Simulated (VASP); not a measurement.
# FeO (P6_3/mmc) in VASP: single point with PBE+U

Aim: the single point of FeO with PBE+U.

Program: VASP 6.6.1. These are calculated values, not measurements. Logs are shortened: lines on timing, memory, paths and dates and some standing lists are left out, and cuts for length are marked.

## Step 1: The cell of the first run

The structure is hexagonal, space group P6_3/mmc (No. 194). The conventional cell has a = 2.950 Å, b = 2.950 Å, c = 5.200 Å, α = 90.00°, β = 90.00°, γ = 120.00°. Fe (site symmetry -3m) has 6 O at 2.14 Å and 2 Fe at 2.60 Å within 2.8 Å. Within 2.8 Å of O (site symmetry -6m2) lie 6 Fe at 2.14 Å.

## Step 2: Single point, PBE+U, collinear spin, antiferromagnetic start

The input, INCAR:

```
PREC = Accurate
ENCUT = 600
EDIFF = 1E-6
ISMEAR = -1
SIGMA = 0.1
LREAL = False
LASPH = True
NELM = 200
ALGO = Normal
ISIF = 2
LWAVE = False
LCHARG = False
ISPIN = 2
MAGMOM = 4 -4 0 0
LORBIT = 11
LMAXMIX = 4
LDAU = True
LDAUTYPE = 2
LDAUL = 2 1
LDAUU = 4 4
LDAUJ = 0 0
LDAUPRINT = 1
GGA = PE
NBANDS = 26
GGA_COMPAT = False
```

The input, KPOINTS:

```
regular mesh
0
Gamma
  6 6 4
```

The input, POSCAR:

```
FeO
1.0
    2.9500000000      0.0000000000      0.0000000000
   -1.4750000000      2.5547750000      0.0000000000
    0.0000000000      0.0000000000      5.2000000000
Fe O
2 2
Direct
    0.0000000000      0.0000000000      0.0000000000
    0.0000000000      0.0000000000      0.5000000000
    0.3333330000      0.6666670000      0.2500000000
    0.6666670000      0.3333330000      0.7500000000
```

Potentials or basis: VASP PAW PBE potentials, release 64 (Fe, O).

On the command line:

```console
> cat potpaw_PBE.64/Fe/POTCAR potpaw_PBE.64/O/POTCAR > POTCAR
> mpirun -np 1 vasp_std > vasp.out
```

OUTCAR:

```text
PREC = Accurate
   ENCUT = 600
   EDIFF = 1E-6
   ISMEAR = -1
   LREAL = False
   LASPH = True
   NELM = 200
   ISIF = 2
   ISPIN = 2
   LORBIT = 11
   GGA = PE

 ion  position               nearest neighbor table
   1  0.000  0.000  0.000-   3 2.14   4 2.14   4 2.14   3 2.14   4 2.14   3 2.14   2 2.60   2 2.60

   2  0.000  0.000  0.500-   3 2.14   4 2.14   4 2.14   3 2.14   4 2.14   3 2.14   1 2.60   1 2.60

   3  0.333  0.667  0.250-   1 2.14   2 2.14   1 2.14   2 2.14   1 2.14   2 2.14
   4  0.667  0.333  0.750-   1 2.14   2 2.14   1 2.14   2 2.14   1 2.14   2 2.14

  LATTYP: Found a hexagonal cell.
 ALAT       =     2.9500000000
 C/A-ratio  =     1.7627118644

  Lattice vectors:

 A1 = (   2.9500000000,   0.0000000000,   0.0000000000)
 A2 = (  -1.4750000000,   2.5547750000,   0.0000000000)
 A3 = (   0.0000000000,   0.0000000000,   5.2000000000)

Analysis of symmetry for initial positions (statically):
=====================================================================
 Subroutine PRICEL returns:
 Original cell was already a primitive cell.

 Routine SETGRP: Setting up the symmetry group for a
 hexagonal supercell.

 Subroutine GETGRP returns: Found 24 space group operations
 (whereof 12 operations were pure point group operations)
 out of a pool of 24 trial point group operations.

The static configuration has the point symmetry D_3d.
 The point group associated with its full space group is D_6h.

Analysis of symmetry for dynamics (positions and initial velocities):
=====================================================================
 Subroutine PRICEL returns:
 Original cell was already a primitive cell.

 Routine SETGRP: Setting up the symmetry group for a
 hexagonal supercell.

 Subroutine GETGRP returns: Found 24 space group operations
 (whereof 12 operations were pure point group operations)
[... 221 lines left out ...]
  o =  0.9316  v = -0.0000  0.0000  1.0000  0.0000  0.0000  0.0000  0.0000  0.0000  0.0000  0.0000      0.0000  0.0000  0.0000  0.0000  0.0000  0.0000  0.0000  0.0000  0.0000  0.0000
  o =  0.9667  v =  0.0000  0.0000  0.0000  0.0000  0.0000 -0.8340  0.0000 -0.0000  0.5517  0.0000      0.0000  0.0000  0.0000  0.0000  0.0000  0.0000  0.0000  0.0000  0.0000  0.0000
  o =  0.9667  v =  0.0000  0.0000  0.0000  0.0000  0.0000  0.0000  0.5517  0.0000  0.0000 -0.8340      0.0000  0.0000  0.0000  0.0000  0.0000  0.0000  0.0000  0.0000  0.0000  0.0000
  o =  0.9688  v =  0.0000  0.0000  0.0000  0.0000  0.0000  0.0000  0.0000 -1.0000 -0.0000 -0.0000      0.0000  0.0000  0.0000  0.0000  0.0000  0.0000  0.0000  0.0000  0.0000  0.0000
  o =  1.0115  v =  0.0000  0.0000  0.0000  0.0000  0.0000 -0.5517  0.0000  0.0000 -0.8340 -0.0000      0.0000  0.0000  0.0000  0.0000  0.0000  0.0000  0.0000  0.0000  0.0000  0.0000
  o =  1.0115  v =  0.0000  0.0000  0.0000  0.0000  0.0000  0.0000  0.8340  0.0000 -0.0000  0.5517      0.0000  0.0000  0.0000  0.0000  0.0000  0.0000  0.0000  0.0000  0.0000  0.0000

 number of electron      28.0000001 magnetization       0.0000000

 Free energy of the ion-electron system (eV)
  ---------------------------------------------------
  ext. energy  EPLUGINS =         0.00000000
  ---------------------------------------------------
  free energy    TOTEN  =       -20.93772713 eV

  energy without entropy =      -20.93770826  energy(sigma->0) =      -20.93771769

 E-fermi :   6.3441     XC(G=0): -12.1638

 val. band max:        5.2401084121   @ k =   0.0000   0.0000   0.0000
 cond. band min:       7.1609175122   @ k =   0.0000   0.0000   0.0000
 fundamental gap:      1.9208091001
 Fermi energy:         6.3441240858

 spin component 1

 k-point     1 :       0.0000    0.0000    0.0000
  band No.  band energies     occupation
      1     -13.9369      1.00000
      2     -12.8214      1.00000
      3      -2.4581      1.00000
      4      -0.7659      1.00000
      5      -0.7659      1.00000
      6       0.8783      1.00000
[... 598 lines left out ...]
     25      20.9521      0.00000
     26      21.0977      0.00000
 Fermi energy:         6.3441240858

 spin component 2

 k-point     1 :       0.0000    0.0000    0.0000
  band No.  band energies     occupation
      1     -13.9369      1.00000
      2     -12.8214      1.00000
      3      -2.4581      1.00000
      4      -0.7659      1.00000
      5      -0.7659      1.00000
      6       0.8783      1.00000
[... 598 lines left out ...]
     25      20.9521      0.00000
     26      21.0977      0.00000

------------------------ aborting loop because EDIFF is reached ----------------------------------------

  FORCE on cell =-STRESS in cart. coord.  units (eV):
  Direction    XX          YY          ZZ          XY          YZ          ZX
  --------------------------------------------------------------------------------------
  -------------------------------------------------------------------------------------
  Total        3.1380775      3.1380776      0.9782855      0.0000000     -0.0000000      0.0000000
  in kB      128.2910108    128.2910167     39.9943058      0.0000000     -0.0000000      0.0000000
  external PRESSURE =      98.8587778 kB  Pullay stress =       0.0000000 kB

 VOLUME and BASIS-vectors are now :
 -----------------------------------------------------------------------------
  energy-cutoff  :      600.00
  volume of cell :       39.19
      direct lattice vectors                 reciprocal lattice vectors
     2.950000000  0.000000000  0.000000000     0.338983051  0.195711951  0.000000000
    -1.475000000  2.554775000  0.000000000     0.000000000  0.391423902  0.000000000
     0.000000000  0.000000000  5.200000000     0.000000000  0.000000000  0.192307692

 POSITION                                       TOTAL-FORCE (eV/Angst)
 -----------------------------------------------------------------------------------
      0.00000      0.00000      0.00000         0.000000      0.000000      0.000000
      0.00000      0.00000      2.60000         0.000000      0.000000      0.000000
     -0.00000      1.70318      1.30000        -0.000000      0.000000      0.000000
      1.47500      0.85159      3.90000        -0.000000      0.000000     -0.000000
 -----------------------------------------------------------------------------------
    total drift:                                0.000000     -0.000000      0.000000

  FREE ENERGIE OF THE ION-ELECTRON SYSTEM (eV)
  ---------------------------------------------------
  free  energy   TOTEN  =       -20.9377271273 eV

  energy  without entropy=      -20.9377082560  energy(sigma->0) =      -20.93771769

 total charge

# of ion       s       p       d       tot
------------------------------------------
    1        0.302   0.393   6.167   6.862
    2        0.302   0.393   6.167   6.862
    3        1.548   3.495   0.000   5.043
    4        1.548   3.495   0.000   5.043
--------------------------------------------------
tot          3.700   7.776  12.334  23.809

 magnetization (x)

# of ion       s       p       d       tot
------------------------------------------
    1        0.012   0.009   3.654   3.674
    2       -0.012  -0.009  -3.654  -3.674
    3        0.000   0.000   0.000   0.000
    4        0.000   0.000   0.000   0.000
--------------------------------------------------
tot         -0.000   0.000  -0.000  -0.000
```

Run time: 56 s. Hardware: 1 thread of Intel Xeon Platinum 8259CL at 2.50GHz (Skylake/Cascade Lake), shared host; peak memory 0.2 GiB.

Results:

| Item | Value |
| --- | --- |
| Free energy | -20.9377 eV |
| Pressure | 9.9 GPa |
| Band gap on the k mesh | 1.92 eV |
| Net moment | 0.00 μB per cell |
| Site moments | Fe +3.67, -3.67; O +0.00 μB |
| Valence electrons inside the program's atomic spheres | Fe 6.86; O 5.04 |

Stress tensor (GPa, compression positive):
```
12.83  0.00  0.00
 0.00 12.83  0.00
 0.00  0.00  4.00
```

Eigenvalues of the final occupation matrices:
```tsv
site	spin	trace	eigenvalues
site 1 d	1	4.93	0.97 0.97 0.97 1.01 1.01
site 1 d	2	1.27	0.04 0.04 0.13 0.13 0.93
site 2 d	1	1.27	0.04 0.04 0.13 0.13 0.93
site 2 d	2	4.93	0.97 0.97 0.97 1.01 1.01
```

Caveat: the stress differs along the axes, from 4 to 13 GPa. A k mesh can miss the band edges.
